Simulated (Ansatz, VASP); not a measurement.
## Two plane-wave programs on C

```
CELL_PARAMETERS angstrom
2.11733 -1.22244 -0.01049
2.11733 1.22244 -0.01049
-1.38987 0.00000 3.34648
ATOMIC_POSITIONS crystal
C 0.83338 0.83338 0.00015
C 0.16662 0.16662 0.99985
```

Alike in both runs: functional LDA; k mesh 16 × 16 × 10; occupations fermi-dirac, width 0.1 eV; no spin polarisation.

Ansatz relaxed the structure, and its values are those at the end. VASP's run is a single point on that final structure, the one shown.

|  | VASP | Ansatz |
| --- | --- | --- |
| version | VASP 6.6.1 | Ansatz 0.2.0 |
| potentials or method | VASP PAW LDA potentials, release 64 (C) | PAW with Ansatz's default frozen-core files, scalar-relativistic |
| plane-wave cutoff (eV) | 520 | 420 |
| valence electrons in the cell | 8 | 8 |

VASP gave:

```
pressure (GPa) : 0.8
```

Problem. Which values does Ansatz return?

Solution. Pressure (GPa): 0.0.

LDA's correlation is that of Perdew and Zunger in VASP and of Perdew and Wang (1992) in Ansatz.
